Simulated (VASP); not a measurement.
# SnO2 (P4_2/mnm) in VASP: relaxation of the atoms with PBE

Aim: the relaxation of the atoms of SnO2 with PBE.

Program: VASP 6.6.1. These are calculated values, not measurements. Logs are shortened: lines on timing, memory, paths and dates and some standing lists are left out, and cuts for length are marked.

## 1. The cell of the first run

Symmetry: P4_2/mnm, No. 136, tetragonal system. The conventional cell has a = 4.738 Å, b = 4.738 Å, c = 3.187 Å, α = 90.00°, β = 90.00°, γ = 90.00°. Sn (site symmetry mmm) has 6 O at 2.05 Å within 2.7 Å. O (site symmetry m2m) has 3 Sn at 2.05 Å and 1 O at 2.59 Å within 2.7 Å.

## 2. Relaxation of the atoms, PBE

INCAR

```
SYSTEM = SnO2
  PREC = Accurate
  ENCUT = 520
  EDIFF = 1E-7
  ISMEAR = 0
  SIGMA = 0.05
  LREAL = .FALSE.
  LASPH = .TRUE.
  NELM = 80
  ALGO = Normal
  ISIF = 2
  LWAVE = .FALSE.
  LCHARG = .FALSE.
  GGA = PE
  IBRION = 2
  NSW = 60
  EDIFFG = -0.01
  KPAR = 4
```

KPOINTS

```
Automatic mesh
0
G
  6 6 10
  0 0 0
```

POSCAR

```
SnO2
1.0
    4.7380000000      0.0000000000      0.0000000000
    0.0000000000      4.7380000000      0.0000000000
    0.0000000000      0.0000000000      3.1865000000
Sn O
2 4
Direct
    0.0000000000      0.0000000000      0.0000000000
    0.5000000000      0.5000000000      0.5000000000
    0.3065715033      0.3065715033      0.0000000000
    0.1934284967      0.8065715033      0.5000000000
    0.6934284967      0.6934284967      0.0000000000
    0.8065715033      0.1934284967      0.5000000000
```

Potentials or basis: VASP PAW PBE potentials, release 64 (Sn_d, O).

The run is started by

```sh
> cat potpaw_PBE.64/Sn_d/POTCAR potpaw_PBE.64/O/POTCAR > POTCAR
> mpirun -np 4 vasp_std > vasp.out
```

OUTCAR:

```text
SYSTEM = SnO2
   PREC = Accurate
   ENCUT = 520
   EDIFF = 1E-7
   ISMEAR = 0
   LREAL = .FALSE.
   LASPH = .TRUE.
   NELM = 80
   ISIF = 2
   GGA = PE
   IBRION = 2
   NSW = 60
   EDIFFG = -0.01

 ion  position               nearest neighbor table
   1  0.000  0.000  0.000-   4 2.05   6 2.05   4 2.05   6 2.05   5 2.05   3 2.05   2 3.71   2 3.71
                             2 3.71   2 3.71   2 3.71   2 3.71   2 3.71   2 3.71
   2  0.500  0.500  0.500-   3 2.05   5 2.05   3 2.05   5 2.05   4 2.05   6 2.05   1 3.71   1 3.71
                             1 3.71   1 3.71   1 3.71   1 3.71   1 3.71   1 3.71
   3  0.307  0.307  0.000-   2 2.05   2 2.05   1 2.05
   4  0.193  0.807  0.500-   1 2.05   1 2.05   2 2.05
   5  0.693  0.693  0.000-   2 2.05   2 2.05   1 2.05
   6  0.807  0.193  0.500-   1 2.05   1 2.05   2 2.05

  LATTYP: Found a simple tetragonal cell.
 ALAT       =     4.7380000000
 C/A-ratio  =     0.6725411566

  Lattice vectors:

 A1 = (   4.7380000000,   0.0000000000,   0.0000000000)
 A2 = (   0.0000000000,   4.7380000000,   0.0000000000)
 A3 = (   0.0000000000,   0.0000000000,   3.1865000000)

Analysis of symmetry for initial positions (statically):
=====================================================================
 Subroutine PRICEL returns:
 Original cell was already a primitive cell.

 Routine SETGRP: Setting up the symmetry group for a
 simple tetragonal supercell.

 Subroutine GETGRP returns: Found 16 space group operations
 (whereof  8 operations were pure point group operations)
 out of a pool of 16 trial point group operations.

The static configuration has the point symmetry D_2h.
 The point group associated with its full space group is D_4h.

Analysis of symmetry for dynamics (positions and initial velocities):
=====================================================================
 Subroutine PRICEL returns:
 Original cell was already a primitive cell.

 Routine SETGRP: Setting up the symmetry group for a
 simple tetragonal supercell.

 Subroutine GETGRP returns: Found 16 space group operations
 (whereof  8 operations were pure point group operations)
 out of a pool of 16 trial point group operations.

The dynamic configuration has the point symmetry D_2h.
 The point group associated with its full space group is D_4h.

 Subroutine INISYM returns: Found 16 space group operations
 (whereof  8 operations are pure point group operations),
 and found     1 'primitive' translations

----------------------------------------------------------------------------------------

                                     Primitive cell

  volume of cell :      71.5326

  direct lattice vectors                    reciprocal lattice vectors
     4.738000000  0.000000000  0.000000000     0.211059519  0.000000000  0.000000000
     0.000000000  4.738000000  0.000000000     0.000000000  0.211059519  0.000000000
     0.000000000  0.000000000  3.186500000     0.000000000  0.000000000  0.313823945

  length of vectors
     4.738000000  4.738000000  3.186500000     0.211059519  0.211059519  0.313823945

  position of ions in fractional coordinates (direct lattice)
     0.000000000  0.000000000  0.000000000
     0.500000000  0.500000000  0.500000000
     0.306571503  0.306571503  0.000000000
     0.193428497  0.806571503  0.500000000
     0.693428497  0.693428497  0.000000000
     0.806571503  0.193428497  0.500000000

  ion indices of the primitive-cell ions
   primitive index   ion index
                 1           1
                 2           2
                 3           3
                 4           4
                 5           5
                 6           6

----------------------------------------------------------------------------------------

 KPOINTS: Automatic mesh

Automatic generation of k-mesh.
 Grid dimensions read from file:
 generate k-points for:    6    6   10

 Generating k-lattice:

  Cartesian coordinates                     Fractional coordinates (reciprocal lattice)
     0.035176586  0.000000000  0.000000000     0.166666667  0.000000000  0.000000000
     0.000000000  0.035176586  0.000000000     0.000000000  0.166666667  0.000000000
     0.000000000  0.000000000  0.031382394     0.000000000  0.000000000  0.100000000

  Length of vectors
     0.035176586  0.035176586  0.031382394

  Shift w.r.t. Gamma in fractional coordinates (k-lattice)
     0.000000000  0.000000000  0.000000000

 Subroutine IBZKPT returns following result:
 ===========================================

 Found     60 irreducible k-points:

 Following reciprocal coordinates:
            Coordinates               Weight
  0.000000  0.000000  0.000000      1.000000
  0.166667  0.000000  0.000000      4.000000
  0.333333  0.000000  0.000000      4.000000
  0.500000  0.000000  0.000000      2.000000
  0.166667  0.166667  0.000000      4.000000
  0.333333  0.166667  0.000000      8.000000
[... 16 lines left out ...]
  0.333333  0.000000  0.200000      8.000000
  0.500000  0.000000  0.200000      4.000000
 [... further k-points ...]
   k-points           NKPTS =     60   k-points in BZ     NKDIM =     60   number of bands    NBANDS=     31
   number of dos      NEDOS =    301   number of ions     NIONS =      6
   total plane-waves  NPLWV =  31104
   dimension x,y,z NGX =    36 NGY =   36 NGZ =   24
   dimension x,y,z NGXF=    72 NGYF=   72 NGZF=   48
   ions per type =               2   4
   NGX,Y,Z   is equivalent  to a cutoff of  12.63, 12.63, 12.52 a.u.
   NGXF,Y,Z  is equivalent  to a cutoff of  25.26, 25.26, 25.04 a.u.
 SYSTEM =  SnO2
   PREC   = accura    normal or accurate (medium, high low for compatibility)
   ISTART =      0    job   : 0-new  1-cont  2-samecut
   ICHARG =      2    charge: 1-file 2-atom 10-const
   ISPIN  =      1    spin polarized calculation?
   LNONCOLLINEAR =      F non collinear calculations
   LSORBIT =      F    spin-orbit coupling
   LASPH  =      T    aspherical Exc in radial PAW
   ENCUT  =  520.0 eV  38.22 Ry    6.18 a.u.   8.81  8.81  5.92*2*pi/ulx,y,z
   NELM   =     80;   NELMIN=  2; NELMDL= -5     # of ELM steps
   EDIFF  = 0.1E-06   stopping-criterion for ELM
   LREAL  =      F    real-space projection
   EDIFFG = -.1E-01   stopping-criterion for IOM
   NSW    =     60    number of steps for IOM
   IBRION =      2    ionic relax: 0-MD 1-quasi-New 2-CG
   NFREE  =      1    steps in history (QN), initial steepest desc. (CG)
   ISIF   =      2    stress and relaxation
   ISYM   =      2    0-nonsym 1-usesym 2-fastsym
   POTIM  = 0.5000    time-step for ionic-motion
   TEBEG  =    0.0;   TEEND  =   0.0 temperature during run
   PSTRESS=    0.0 pullay stress
   NELECT =      52.0000    total number of electrons
   NUPDOWN=      -1.0000    fix difference up-down
   EMIN   =  10.00;   EMAX   =-10.00  energy-range for DOS
   EFERMI =   0.00;   METHOD = LEGACY
   ISMEAR =     0;   SIGMA  =   0.05  broadening in eV -4-tet -1-fermi 0-gaus
   EFERMI_NEDOS =   21; number of points for ismear=-14 and -15
   IALGO  =     38    algorithm
   IMIX   =      4    mixing-type and parameters
     AMIX     =   0.40;   BMIX     =  1.00
     AMIX_MAG =   1.60;   BMIX_MAG =  1.00
  volume/ion in A,a.u.               =      11.92        80.45
  Fermi-wavevector in a.u.,A,eV,Ry     =   1.472000  2.781677 29.480903  2.166785
  Thomas-Fermi vector in A             =   2.587068
   LORBIT       =      0    0 simple, 1 ext, 2 COOP (PROOUT), +10 PAW based schemes
   GGA     = PE    functional components
   LHFCALC =     F    Hartree Fock is set to
   AEXX    =    0.0000 exact exchange contribution
   IVDW    =     0    specifies the selected vdW correction
   LEPSILON=     F    determine dielectric tensor
   LRPA    =     F    only Hartree local field effects (RPA)
 conjugate gradient relaxation of ions
 non-spin polarized calculation
 Gauss-broadening in eV      SIGMA  =   0.05
  energy-cutoff  :      520.00
  volume of cell :       71.53
 maximum number of plane-waves:      1992
 NGX is ok and might be reduce to    36
   NGX = 17   NGY = 17   NGZ = 11

--------------------------------------- Ionic step        1  -------------------------------------------

 number of electron      51.9999992 magnetization

 Free energy of the ion-electron system (eV)
  ---------------------------------------------------
  ext. energy  EPLUGINS =         0.00000000
  ---------------------------------------------------
  free energy    TOTEN  =       -37.16306010 eV

  energy without entropy =      -37.16306010  energy(sigma->0) =      -37.16306010

------------------------ aborting loop because EDIFF is reached ----------------------------------------

  FORCE on cell =-STRESS in cart. coord.  units (eV):
  Direction    XX          YY          ZZ          XY          YZ          ZX
  --------------------------------------------------------------------------------------
  -------------------------------------------------------------------------------------
  Total        4.7582429      4.7582429      6.1243442     -0.0000000      0.0000000      0.0000000
  in kB      106.5744630    106.5744630    137.1722102     -0.0000000      0.0000000      0.0000000
  external PRESSURE =     116.7737121 kB  Pullay stress =       0.0000000 kB

 VOLUME and BASIS-vectors are now :
 -----------------------------------------------------------------------------
  energy-cutoff  :      520.00
  volume of cell :       71.53
      direct lattice vectors                 reciprocal lattice vectors
     4.738000000  0.000000000  0.000000000     0.211059519  0.000000000  0.000000000
     0.000000000  4.738000000  0.000000000     0.000000000  0.211059519  0.000000000
     0.000000000  0.000000000  3.186500000     0.000000000  0.000000000  0.313823945
[... 41 lines left out ...]
 POSITION                                       TOTAL-FORCE (eV/Angst)
 -----------------------------------------------------------------------------------
      0.00000      0.00000      3.18650         0.000000     -0.000000      0.000000
      2.36900      2.36900      1.59325         0.000000     -0.000000      0.000000
      1.44547      1.44547      3.18650         0.025805      0.025805     -0.000000
      0.92353      3.81447      1.59325        -0.025805      0.025805     -0.000000
      3.29253      3.29253      0.00000        -0.025805     -0.025805      0.000000
      3.81447      0.92353      1.59325         0.025805     -0.025805      0.000000
 -----------------------------------------------------------------------------------
    total drift:                               -0.000000      0.000000      0.000000

  FREE ENERGIE OF THE ION-ELECTRON SYSTEM (eV)
  ---------------------------------------------------
  free  energy   TOTEN  =       -37.1664578953 eV

  energy  without entropy=      -37.1664578953  energy(sigma->0) =      -37.16645790

--------------------------------------- Ionic step        3  -------------------------------------------

 number of electron      51.9999990 magnetization

 Free energy of the ion-electron system (eV)
  ---------------------------------------------------
  ext. energy  EPLUGINS =         0.00000000
  ---------------------------------------------------
  free energy    TOTEN  =       -37.16656830 eV

  energy without entropy =      -37.16656830  energy(sigma->0) =      -37.16656830

 E-fermi :   6.4311     XC(G=0): -11.2605

 val. band max:        6.1502253009   @ k =   0.0000   0.0000   0.0000
 cond. band min:       7.3832704797   @ k =   0.0000   0.0000   0.0000
 fundamental gap:      1.2330451788
 Fermi energy:         6.4310924099

 k-point     1 :       0.0000    0.0000    0.0000
  band No.  band energies     occupation
      1     -14.9687      2.00000
      2     -14.1646      2.00000
      3     -13.9127      2.00000
      4     -13.8842      2.00000
      5     -13.8842      2.00000
      6     -13.8245      2.00000
[... 805 lines left out ...]
     30      14.5283      0.00000
     31      15.9597      0.00000

 [... further k-points ...]
[... 5 lines left out ...]
  --------------------------------------------------------------------------------------
  -------------------------------------------------------------------------------------
  Total        4.7189178      4.7189178      5.8299397     -0.0000000      0.0000000      0.0000000
  in kB      105.6936664    105.6936664    130.5781794     -0.0000000      0.0000000      0.0000000
  external PRESSURE =     113.9885041 kB  Pullay stress =       0.0000000 kB

 VOLUME and BASIS-vectors are now :
 -----------------------------------------------------------------------------
  energy-cutoff  :      520.00
  volume of cell :       71.53
      direct lattice vectors                 reciprocal lattice vectors
     4.738000000  0.000000000  0.000000000     0.211059519  0.000000000  0.000000000
     0.000000000  4.738000000  0.000000000     0.000000000  0.211059519  0.000000000
     0.000000000  0.000000000  3.186500000     0.000000000  0.000000000  0.313823945

 POSITION                                       TOTAL-FORCE (eV/Angst)
 -----------------------------------------------------------------------------------
      0.00000      0.00000      0.00000         0.000000      0.000000      0.000000
      2.36900      2.36900      1.59325         0.000000      0.000000      0.000000
      1.44653      1.44653      0.00000        -0.000042     -0.000042     -0.000000
      0.92247      3.81553      1.59325         0.000042     -0.000042      0.000000
      3.29147      3.29147      0.00000         0.000042      0.000042      0.000000
      3.81553      0.92247      1.59325        -0.000042      0.000042      0.000000
 -----------------------------------------------------------------------------------
    total drift:                                0.000000     -0.000000      0.000000

  FREE ENERGIE OF THE ION-ELECTRON SYSTEM (eV)
  ---------------------------------------------------
  free  energy   TOTEN  =       -37.1665683002 eV

  energy  without entropy=      -37.1665683002  energy(sigma->0) =      -37.16656830

 reached required accuracy - stopping structural energy minimisation
```

Run time: 1.8 min. Hardware: 4 MPI ranks of AMD EPYC 7R43 (Zen 3), shared host; peak memory 0.22 GiB.

What came out:

```yaml
Free_energy: -37.1666 eV
Energy_gained_by_relaxing: 0.6 meV/atom
Ionic_steps: 3
Pressure_after_relaxing: 11.4 GPa
Band_gap_on_the_k_mesh: 1.23 eV
```

The path:
| step | energy change (eV) | largest force (eV/Å) | pressure (GPa) |
| --- | --- | --- | --- |
| 1 | 0.0000 | 0.2072 | 11.68 |
| 2 | -0.0034 | 0.0365 | 11.35 |
| 3 | -0.0035 | 0.0001 | 11.40 |

Final structure:
```yaml
crystal:
  lattice:
    - [4.73800, 0.00000, 0.00000]
    - [0.00000, 4.73800, 0.00000]
    - [0.00000, 0.00000, 3.18650]
  atoms:
    - { symbol: Sn, position: [0.00000, 0.00000, 0.00000] }
    - { symbol: Sn, position: [0.50000, 0.50000, 0.50000] }
    - { symbol: O, position: [0.30530, 0.30530, 0.00000] }
    - { symbol: O, position: [0.19470, 0.80530, 0.50000] }
    - { symbol: O, position: [0.69470, 0.69470, 0.00000] }
    - { symbol: O, position: [0.80530, 0.19470, 0.50000] }
```

Levels at points of the mesh, in eV from the valence-band top:
```
           k point  band 24  band 25  band 26  band 27  band 28  band 29
(0.00, 0.00, 0.00)    -0.79    -0.79     0.00     1.23     6.21     6.32
(0.50, 0.00, 0.00)    -1.20    -0.63    -0.63     4.44     4.44     7.11
(0.50, 0.50, 0.00)    -1.32    -0.91    -0.91     4.87     4.87     7.54
(0.00, 0.00, 0.50)    -1.67    -1.26    -1.26     6.18     6.18     9.75
(0.50, 0.00, 0.50)    -1.11    -0.71    -0.71     6.46     6.46     8.06
(0.50, 0.50, 0.50)    -0.95    -0.84    -0.84     4.81     4.81     8.94
```

Caveat: spin-orbit coupling is left out, which moves the levels of the heavy elements.
